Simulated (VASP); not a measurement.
# Yb (Im-3m) in VASP: further runs, part 2 of 2

VASP 6.6.1.

### Step 3. Single point, PBE, collinear spin, ferromagnetic start

This run uses another cell than the first one, of 37.45 Å³/atom, 0.940 times its volume.

File INCAR:

```
SYSTEM = Yb
  ALGO = Normal
  EDIFF = 1E-6
  ENCUT = 520
  GGA = PE
  ISIF = 2
  ISMEAR = -1
  ISPIN = 2
  LASPH = .TRUE.
  LCHARG = .FALSE.
  LMAXMIX = 6
  LORBIT = 11
  LREAL = .FALSE.
  LWAVE = .FALSE.
  MAGMOM = 1
  NBANDS = 22
  NELM = 150
  PREC = Accurate
  SIGMA = 0.05
```

File KPOINTS:

```
k-points
0
G
  9 9 9
  0 0 0
```

File POSCAR:

```
Yb
1.0
   -2.1075628599      2.1075628599      2.1075628599
    2.1075628599     -2.1075628599      2.1075628599
    2.1075628599      2.1075628599     -2.1075628599
Yb
1
Direct
    0.0000000000      0.0000000000      0.0000000000
```

Potentials or basis: VASP PAW PBE potentials, release 64 (Yb).

Command:

```sh
> cat potpaw_PBE.64/Yb/POTCAR > POTCAR
> mpirun -np 1 vasp_std > vasp.out
```

OUTCAR:

```text
SYSTEM = Yb
   EDIFF = 1E-6
   ENCUT = 520
   GGA = PE
   ISIF = 2
   ISMEAR = -1
   ISPIN = 2
   LASPH = .TRUE.
   LORBIT = 11
   LREAL = .FALSE.
   NELM = 150
   PREC = Accurate

 ion  position               nearest neighbor table
   1  0.000  0.000  0.000-

  LATTYP: Found a body centered cubic cell.
 ALAT       =     4.2151257198

  Lattice vectors:

 A1 = (  -2.1075628599,   2.1075628599,   2.1075628599)
 A2 = (   2.1075628599,  -2.1075628599,   2.1075628599)
 A3 = (   2.1075628599,   2.1075628599,  -2.1075628599)

Analysis of symmetry for initial positions (statically):
=====================================================================
 Subroutine PRICEL returns:
 Original cell was already a primitive cell.

 Routine SETGRP: Setting up the symmetry group for a
 body centered cubic supercell.

 Subroutine GETGRP returns: Found 48 space group operations
 (whereof 48 operations were pure point group operations)
 out of a pool of 48 trial point group operations.

The static configuration has the point symmetry O_h .

Analysis of symmetry for dynamics (positions and initial velocities):
=====================================================================
 Subroutine PRICEL returns:
 Original cell was already a primitive cell.
[... 187 lines left out ...]
      6       1.0190      0.99978
[... 589 lines left out ...]
     21      15.5378      0.00000
     22      17.0934      0.00000

 [... further k-points ...]

 spin component 2

 k-point     1 :       0.0000    0.0000    0.0000
  band No.  band energies     occupation
      1     -50.3172      1.00000
      2     -22.5241      1.00000
      3     -22.5241      1.00000
      4     -22.5241      1.00000
      5      -3.6100      1.00000
      6       1.0176      0.99978
[... 589 lines left out ...]
     21      15.5407      0.00000
     22      17.0960      0.00000

 [... further k-points ...]
[... 5 lines left out ...]
  --------------------------------------------------------------------------------------
  -------------------------------------------------------------------------------------
  Total       -0.2992017     -0.2992017     -0.2992017      0.0000000      0.0000000      0.0000000
  in kB      -12.8018596    -12.8018596    -12.8018596      0.0000000      0.0000000      0.0000000
  external PRESSURE =     -12.8018596 kB  Pullay stress =       0.0000000 kB

 VOLUME and BASIS-vectors are now :
 -----------------------------------------------------------------------------
  energy-cutoff  :      520.00
  volume of cell :       37.45
      direct lattice vectors                 reciprocal lattice vectors
    -2.107562860  2.107562860  2.107562860     0.000000000  0.237240848  0.237240848
     2.107562860 -2.107562860  2.107562860     0.237240848  0.000000000  0.237240848
     2.107562860  2.107562860 -2.107562860     0.237240848  0.237240848  0.000000000

 POSITION                                       TOTAL-FORCE (eV/Angst)
 -----------------------------------------------------------------------------------
      0.00000      0.00000      0.00000        -0.000000      0.000000     -0.000000
 -----------------------------------------------------------------------------------
    total drift:                               -0.000000     -0.000000      0.000000

  FREE ENERGIE OF THE ION-ELECTRON SYSTEM (eV)
  ---------------------------------------------------
  free  energy   TOTEN  =        -3.5648433491 eV

  energy  without entropy=       -3.5504276951  energy(sigma->0) =       -3.55763552

 total charge

# of ion       s       p       d       f       tot
--------------------------------------------------
    1        2.217   5.980   0.258  13.621  22.077

 magnetization (x)

# of ion       s       p       d       f       tot
--------------------------------------------------
    1       -0.000   0.000   0.000  -0.001  -0.000
```

OSZICAR:

```text
N       E                     dE             d eps       ncg     rms          rms(c)
DAV:   1     0.124755000786E+03    0.12476E+03   -0.80350E+03  4434   0.726E+03
DAV:   2     0.123452234744E+02   -0.11241E+03   -0.10714E+03  4218   0.722E+02
[... 13 lines left out ...]
DAV: 116    -0.356442264696E+01    0.10347E-02   -0.52196E-03  5034   0.202E+00    0.740E-01
DAV: 117    -0.356472071787E+01   -0.29807E-03   -0.47761E-04  5320   0.526E-01    0.324E-01
DAV: 118    -0.356486079699E+01   -0.14008E-03   -0.23595E-04  5242   0.500E-01    0.263E-01
DAV: 119    -0.356486044116E+01    0.35583E-06   -0.19469E-05  5030   0.849E-02    0.234E-01
DAV: 120    -0.356484305514E+01    0.17386E-04   -0.43700E-05  5092   0.187E-01    0.128E-01
DAV: 121    -0.356484334913E+01   -0.29399E-06   -0.54183E-06  4732   0.562E-02
   1 F= -.35648433E+01 E0= -.35576355E+01  d E =-.144157E-01  mag=     0.0002
```

Wall time 8.8 min (1 thread of AMD EPYC 7R13 (Zen 3), shared host); peak memory 0.19 GiB.

Results:

* Free energy: -3.5648 eV
* Pressure: -1.3 GPa
* Band gap on the k mesh: zero (filled and empty bands overlap)
* Net moment: 0.00 μB per cell
* Valence electrons inside the program's atomic spheres: Yb 22.08

Caveat: spin-orbit coupling is left out, which moves the levels of the heavy elements. The state reached can hang on the start; a lower one may exist.

### Step 4. Single point, PBE, collinear spin, ferromagnetic start

File INCAR:

```
ALGO = Fast
EDIFF = 1E-6
ENCUT = 520
GGA = PE
ISIF = 2
ISMEAR = -1
ISPIN = 2
LASPH = T
LCHARG = F
LMAXMIX = 6
LORBIT = 11
LREAL = F
LWAVE = F
MAGMOM = 1
NBANDS = 22
NELM = 150
PREC = Accurate
SIGMA = 0.05
```

File KPOINTS:

```
k-points
0
Gamma
  9 9 9
```

File POSCAR:

```
Yb
1.0
   -2.1514830000      2.1514830000      2.1514830000
    2.1514830000     -2.1514830000      2.1514830000
    2.1514830000      2.1514830000     -2.1514830000
Yb
1
Direct
    0.0000000000      0.0000000000      0.0000000000
```

Command:

```sh
> cat potpaw_PBE.64/Yb/POTCAR > POTCAR
> mpirun -np 1 vasp_std > vasp.out
```

Wall time 5.3 min (1 thread of AMD EPYC 7R13 (Zen 3), shared host); peak memory 0.19 GiB.

It converged, with:

```yaml
Free_energy: -3.5350 eV
Pressure: 0.5 GPa
Band_gap_on_the_k_mesh: zero (filled and empty bands overlap)
Net_moment: 0.00 μB per cell
Valence_electrons_inside_the_program's_atomic_spheres: Yb 22.06
```

Levels at points of the mesh, in eV from the Fermi level:
Spin up:
```
           k point  band 8  band 9  band 10  band 11  band 12  band 13  band 14  band 15  band 16  band 17
(0.00, 0.00, 0.00)   -0.41   -0.30    -0.30    -0.30    -0.28     2.79     2.79     2.79     4.52     4.52
```
Spin down:
```
           k point  band 8  band 9  band 10  band 11  band 12  band 13  band 14  band 15  band 16  band 17
(0.00, 0.00, 0.00)   -0.41   -0.30    -0.30    -0.30    -0.28     2.79     2.79     2.79     4.52     4.52
```

Caveat: spin-orbit coupling is left out, which moves the levels of the heavy elements.

### Step 5. Single point, PBEsol, collinear spin, ferromagnetic start

This run uses another cell than the first one, of 37.45 Å³/atom, 0.940 times its volume.

INCAR, as its differences from that of step 4:

```diff
@@ -1,5 +1,5 @@
-ALGO = Fast
-EDIFF = 1E-6
+ALGO = Normal
+EDIFF = 1E-7
 ENCUT = 520
-GGA = PE
+GGA = PS
 ISIF = 2
```

KPOINTS is that of step 4.

File POSCAR:

```
Yb
1.0
   -2.1075628599      2.1075628599      2.1075628599
    2.1075628599     -2.1075628599      2.1075628599
    2.1075628599      2.1075628599     -2.1075628599
Yb
1
Direct
    0.0000000000      0.0000000000      0.0000000000
```

Command:

```sh
> cat potpaw_PBE.64/Yb/POTCAR > POTCAR
> mpirun -np 1 vasp_std > vasp.out
```

Wall time 8.8 min (1 thread of Intel Xeon Platinum 8259CL at 2.50GHz (Skylake/Cascade Lake), shared host); peak memory 0.22 GiB.

It converged, with:

```
Free energy                                           : -3.8796 eV
Pressure                                              : -3.2 GPa
Band gap on the k mesh                                : zero (filled and empty bands overlap)
Net moment                                            : 0.00 μB per cell
Valence electrons inside the program's atomic spheres : Yb 22.07
```

Levels at points of the mesh, in eV from the Fermi level:
Spin up:
```
           k point  band 8  band 9  band 10  band 11  band 12  band 13  band 14  band 15  band 16  band 17
(0.00, 0.00, 0.00)   -0.42   -0.30    -0.30    -0.30    -0.28     2.84     2.84     2.84     4.69     4.69
```
Spin down:
```csv
k point,band 9,band 10,band 11,band 12,band 13,band 14,band 15,band 16
"(0.00, 0.00, 0.00)",-0.30,-0.30,-0.30,-0.27,2.84,2.84,2.84,4.69
```

Caveat: the PAW data sets were made with another functional, which shifts forces and pressure a little; spin-orbit coupling is left out, which moves the levels of the heavy elements. The state reached can hang on the start; a lower one may exist.

### Step 6. Single point, PBEsol, collinear spin, ferromagnetic start

This run uses another cell than the first one, of 38.24 Å³/atom, 0.960 times its volume.

File INCAR:

```
SYSTEM = Yb
  PREC = Accurate
  ENCUT = 520
  EDIFF = 1E-7
  ISMEAR = -1
  SIGMA = 0.05
  LREAL = .FALSE.
  LASPH = .TRUE.
  NELM = 150
  ALGO = Fast
  ISIF = 2
  LWAVE = .FALSE.
  LCHARG = .TRUE.
  ISPIN = 2
  MAGMOM = 1
  LORBIT = 11
  LMAXMIX = 6
  GGA = PS
  LELF = .TRUE.
  LVHAR = .TRUE.
  NBANDS = 22
```

File KPOINTS:

```
Automatic mesh
0
G
  9 9 9
  0 0 0
```

File POSCAR:

```
Yb
1.0
   -2.1224053409      2.1224053409      2.1224053409
    2.1224053409     -2.1224053409      2.1224053409
    2.1224053409      2.1224053409     -2.1224053409
Yb
1
Direct
    0.0000000000      0.0000000000      0.0000000000
```

Potentials or basis: VASP PAW PBE potentials, release 64 (Yb).

Command:

```sh
> cat potpaw_PBE.64/Yb/POTCAR > POTCAR
> mpirun -np 1 vasp_std > vasp.out
```

It took 6.4 min on 1 thread of Intel Xeon Platinum 8259CL at 2.50GHz (Skylake/Cascade Lake), shared host; peak memory 0.22 GiB.

It converged, with:

- Free energy: -3.8640 eV
- Pressure: -3.1 GPa
- Band gap on the k mesh: zero (filled and empty bands overlap)
- Net moment: 0.00 μB per cell
- Valence electrons inside the program's atomic spheres: Yb 22.07

Levels at points of the mesh, in eV from the Fermi level:
Spin up:
```tsv
k point	band 9	band 10	band 11	band 12	band 13	band 14	band 15	band 16
(0.00, 0.00, 0.00)	-0.30	-0.30	-0.30	-0.28	2.81	2.81	2.81	4.63
```
Spin down:
| k point | band 9 | band 10 | band 11 | band 12 | band 13 | band 14 | band 15 | band 16 |
| --- | --- | --- | --- | --- | --- | --- | --- | --- |
| (0.00, 0.00, 0.00) | -0.30 | -0.30 | -0.30 | -0.28 | 2.81 | 2.81 | 2.81 | 4.63 |

Caveat: the PAW data sets were made with another functional, which shifts forces and pressure a little; spin-orbit coupling is left out, which moves the levels of the heavy elements. The state reached can hang on the start; a lower one may exist.

### Step 7. Overview

```tsv
level	potentials or basis	cell	smearing	gap on the mesh (eV)	pressure (GPa)	moment (μB)
LDA	VASP PAW PBE potentials, release 64 (Yb_2), 4f in core	a = 3.726 Å, angles 109.5°, 1 atom	tetrahedron	none	-2.5	0.00
PBE	VASP PAW PBE potentials, release 64 (Yb)	a = 3.650 Å, angles 109.5°, 1 atom	fermi-dirac 0.05 eV	none	-1.3	0.00
PBE	VASP PAW PBE potentials, release 64 (Yb)	a = 3.726 Å, angles 109.5°, 1 atom	fermi-dirac 0.05 eV	none	0.5	0.00
PBEsol	VASP PAW PBE potentials, release 64 (Yb)	a = 3.650 Å, angles 109.5°, 1 atom	fermi-dirac 0.05 eV	none	-3.2	0.00
PBEsol	VASP PAW PBE potentials, release 64 (Yb)	a = 3.676 Å, angles 109.5°, 1 atom	fermi-dirac 0.05 eV	none	-3.1	0.00
```

Alike in all rows: task single point; spin collinear, ferromagnetic start; k mesh 9 × 9 × 9; cutoff (eV) 520.

Caveats: spin-orbit coupling is left out, which moves the levels of the heavy elements; the PAW data sets were made with another functional, which shifts forces and pressure a little (some runs); the 4f electrons are frozen in the core, so they carry no moment and show no levels (some runs).

Total energies depend on the potentials used, so only differences within one code and one set of settings carry meaning.
